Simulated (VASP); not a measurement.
# Al (Fm-3m) in VASP: further runs

Runs on Al. Level: PBEsol. Tasks: single point.

Program: VASP 6.6.1. These are calculated values, not measurements. Logs are shortened: lines on timing, memory, paths and dates and some standing lists are left out, and cuts for length are marked.

### Step 1. The cell of the first run

It takes space group Fm-3m (No. 225, cubic). The conventional cell has a = 3.960 Å, b = 3.960 Å, c = 3.960 Å, α = 90.00°, β = 90.00°, γ = 90.00°. Within 3.7 Å of Al (site symmetry m-3m) lie 12 Al at 2.80 Å.

### Step 2. Single point, PBEsol (volume scaled by 0.96)

Contents of INCAR:

```
SYSTEM = Al
ALGO = Normal
EDIFF = 1E-6
ENCUT = 520
GGA = PS
ISIF = 2
ISMEAR = -1
LASPH = .TRUE.
LCHARG = .FALSE.
LREAL = .FALSE.
LWAVE = .FALSE.
NBANDS = 8
NELM = 60
PREC = Accurate
SIGMA = 0.1
```

Contents of KPOINTS:

```
k-points
0
G
  22 22 22
  0 0 0
```

Contents of POSCAR:

```
Al
1.0
    0.0000000000      1.9802306087      1.9802306087
    1.9802306087      0.0000000000      1.9802306087
    1.9802306087      1.9802306087      0.0000000000
Al
1
Direct
    0.0000000000      0.0000000000      0.0000000000
```

Potentials or basis: VASP PAW PBE potentials, release 64 (Al).

The run is started by

```
> cat potpaw_PBE.64/Al/POTCAR > POTCAR
> mpirun -np 1 vasp_std > vasp.out
```

OUTCAR:

```text
SYSTEM = Al
   EDIFF = 1E-6
   ENCUT = 520
   GGA = PS
   ISIF = 2
   ISMEAR = -1
   LASPH = .TRUE.
   LREAL = .FALSE.
   NELM = 60
   PREC = Accurate

 ion  position               nearest neighbor table
   1  0.000  0.000  0.000-

  LATTYP: Found a face centered cubic cell.
 ALAT       =     3.9604612174

  Lattice vectors:

 A1 = (   0.0000000000,   1.9802306087,   1.9802306087)
 A2 = (   1.9802306087,   0.0000000000,   1.9802306087)
 A3 = (   1.9802306087,   1.9802306087,   0.0000000000)

Analysis of symmetry for initial positions (statically):
=====================================================================
 Subroutine PRICEL returns:
 Original cell was already a primitive cell.

 Routine SETGRP: Setting up the symmetry group for a
 face centered cubic supercell.

 Subroutine GETGRP returns: Found 48 space group operations
 (whereof 48 operations were pure point group operations)
 out of a pool of 48 trial point group operations.

The static configuration has the point symmetry O_h .

Analysis of symmetry for dynamics (positions and initial velocities):
=====================================================================
 Subroutine PRICEL returns:
 Original cell was already a primitive cell.

 Routine SETGRP: Setting up the symmetry group for a
 face centered cubic supercell.

 Subroutine GETGRP returns: Found 48 space group operations
 (whereof 48 operations were pure point group operations)
 out of a pool of 48 trial point group operations.

The dynamic configuration has the point symmetry O_h .

 Subroutine INISYM returns: Found 48 space group operations
 (whereof 48 operations are pure point group operations),
 and found     1 'primitive' translations

----------------------------------------------------------------------------------------

                                     Primitive cell

  volume of cell :      15.5302

  direct lattice vectors                    reciprocal lattice vectors
     0.000000000  1.980230609  1.980230609    -0.252495845  0.252495845  0.252495845
     1.980230609  0.000000000  1.980230609     0.252495845 -0.252495845  0.252495845
     1.980230609  1.980230609  0.000000000     0.252495845  0.252495845 -0.252495845

  length of vectors
     2.800468983  2.800468983  2.800468983     0.437335632  0.437335632  0.437335632

  position of ions in fractional coordinates (direct lattice)
     0.000000000  0.000000000  0.000000000

  ion indices of the primitive-cell ions
[... 70 lines left out ...]
   LSORBIT =      F    spin-orbit coupling
   LASPH  =      T    aspherical Exc in radial PAW
   ENCUT  =  520.0 eV  38.22 Ry    6.18 a.u.   5.21  5.21  5.21*2*pi/ulx,y,z
   NELM   =     60;   NELMIN=  2; NELMDL= -5     # of ELM steps
   EDIFF  = 0.1E-05   stopping-criterion for ELM
   LREAL  =      F    real-space projection
   EDIFFG = 0.1E-04   stopping-criterion for IOM
   NSW    =      0    number of steps for IOM
   IBRION =     -1    ionic relax: 0-MD 1-quasi-New 2-CG
   NFREE  =      0    steps in history (QN), initial steepest desc. (CG)
   ISIF   =      2    stress and relaxation
   ISYM   =      2    0-nonsym 1-usesym 2-fastsym
   POTIM  = 0.5000    time-step for ionic-motion
   TEBEG  =    0.0;   TEEND  =   0.0 temperature during run
   PSTRESS=    0.0 pullay stress
   NELECT =       3.0000    total number of electrons
   NUPDOWN=      -1.0000    fix difference up-down
   EMIN   =  10.00;   EMAX   =-10.00  energy-range for DOS
   EFERMI =   0.00;   METHOD = LEGACY
   ISMEAR =    -1;   SIGMA  =   0.10  broadening in eV -4-tet -1-fermi 0-gaus
   EFERMI_NEDOS =   21; number of points for ismear=-14 and -15
   IALGO  =     38    algorithm
   IMIX   =      4    mixing-type and parameters
     AMIX     =   0.40;   BMIX     =  1.00
     AMIX_MAG =   1.60;   BMIX_MAG =  1.00
  volume/ion in A,a.u.               =      15.53       104.80
  Fermi-wavevector in a.u.,A,eV,Ry     =   0.946360  1.788360 12.185328  0.895596
  Thomas-Fermi vector in A             =   2.074350
   LORBIT       =      0    0 simple, 1 ext, 2 COOP (PROOUT), +10 PAW based schemes
   GGA     = PS    functional components
   LHFCALC =     F    Hartree Fock is set to
   AEXX    =    0.0000 exact exchange contribution
   IVDW    =     0    specifies the selected vdW correction
   LEPSILON=     F    determine dielectric tensor
   LRPA    =     F    only Hartree local field effects (RPA)
 non-spin polarized calculation
  energy-cutoff  :      520.00
  volume of cell :       15.53
 maximum number of plane-waves:       444
 NGX is ok and might be reduce to    24
   NGX = 11   NGY = 11   NGZ = 11

 number of electron       3.0000000 magnetization

 Free energy of the ion-electron system (eV)
  ---------------------------------------------------
  ext. energy  EPLUGINS =         0.00000000
  ---------------------------------------------------
  free energy    TOTEN  =        -4.09204618 eV

  energy without entropy =       -4.07996340  energy(sigma->0) =       -4.08600479

 E-fermi :   8.5804     XC(G=0): -10.4796

 val. band max:        8.5472479942   @ k =  -0.2727   0.5000   0.2273
 cond. band min:       8.5920749273   @ k =  -0.3182   0.4091   0.0909
 fundamental gap:      0.0448269331
 Fermi energy:         8.5803701069

 k-point     1 :       0.0000    0.0000    0.0000
  band No.  band energies     occupation
      1      -2.9596      2.00000
      2      21.5290      0.00000
      3      21.5290      0.00000
      4      21.5290      0.00000
      5      23.4912      0.00000
      6      23.4912      0.00000
      7      23.4912      0.00000
      8      25.5275      0.00000
[... 243 lines left out ...]
 k-point    24 :      -0.4545    0.0455    0.0000
  band No.  band energies     occupation
      1       3.1792      2.00000
      2       4.8567      2.00000
      3      18.8703      0.00000
      4      19.7981      0.00000
      5      21.1715      0.00000
      6      21.2968      0.00000
      7      24.5574      0.00000
      8      25.3816      0.00000

 [... further k-points ...]
[... 5 lines left out ...]
  --------------------------------------------------------------------------------------
  -------------------------------------------------------------------------------------
  Total        0.3699055      0.3699055      0.3699055      0.0000000     -0.0000000      0.0000000
  in kB       38.1613773     38.1613773     38.1613773      0.0000000     -0.0000000      0.0000000
  external PRESSURE =      38.1613773 kB  Pullay stress =       0.0000000 kB

 VOLUME and BASIS-vectors are now :
 -----------------------------------------------------------------------------
  energy-cutoff  :      520.00
  volume of cell :       15.53
      direct lattice vectors                 reciprocal lattice vectors
     0.000000000  1.980230609  1.980230609    -0.252495845  0.252495845  0.252495845
     1.980230609  0.000000000  1.980230609     0.252495845 -0.252495845  0.252495845
     1.980230609  1.980230609  0.000000000     0.252495845  0.252495845 -0.252495845

 POSITION                                       TOTAL-FORCE (eV/Angst)
 -----------------------------------------------------------------------------------
      0.00000      0.00000      0.00000         0.000000      0.000000     -0.000000
 -----------------------------------------------------------------------------------
    total drift:                                0.000000     -0.000000     -0.000000

  FREE ENERGIE OF THE ION-ELECTRON SYSTEM (eV)
  ---------------------------------------------------
  free  energy   TOTEN  =        -4.0920461778 eV

  energy  without entropy=       -4.0799634027  energy(sigma->0) =       -4.08600479
```

OSZICAR:

```text
N       E                     dE             d eps       ncg     rms          rms(c)
DAV:   1    -0.266162104268E+01   -0.26616E+01   -0.89721E+02  5296   0.209E+02
DAV:   2    -0.411483946535E+01   -0.14532E+01   -0.14186E+01  7480   0.197E+01
DAV:   3    -0.412162461430E+01   -0.67851E-02   -0.67775E-02  6656   0.148E+00
DAV:   4    -0.412164002816E+01   -0.15414E-04   -0.15414E-04  8272   0.607E-02
DAV:   5    -0.412164007432E+01   -0.46159E-07   -0.45728E-07  6760   0.195E-03    0.151E+00
DAV:   6    -0.410399644644E+01    0.17644E-01   -0.18713E-03  7192   0.181E-01    0.854E-01
DAV:   7    -0.409206397817E+01    0.11932E-01   -0.51793E-03  6936   0.292E-01    0.183E-01
DAV:   8    -0.409204681804E+01    0.17160E-04   -0.20234E-05  7768   0.299E-02    0.174E-02
DAV:   9    -0.409204617781E+01    0.64022E-06   -0.28487E-07  7256   0.257E-03
   1 F= -.40920462E+01 E0= -.40860048E+01  d E =-.120828E-01
```

Wall time 11 s (1 thread of Intel Xeon 6975P-C (Granite Rapids), shared host); peak memory 0.16 GiB.

Results:

```yaml
Free_energy: -4.0920 eV
Pressure: 3.8 GPa
```

Caveat: the PAW data sets were made with another functional, which shifts forces and pressure a little.

[end of part 1 of 2]
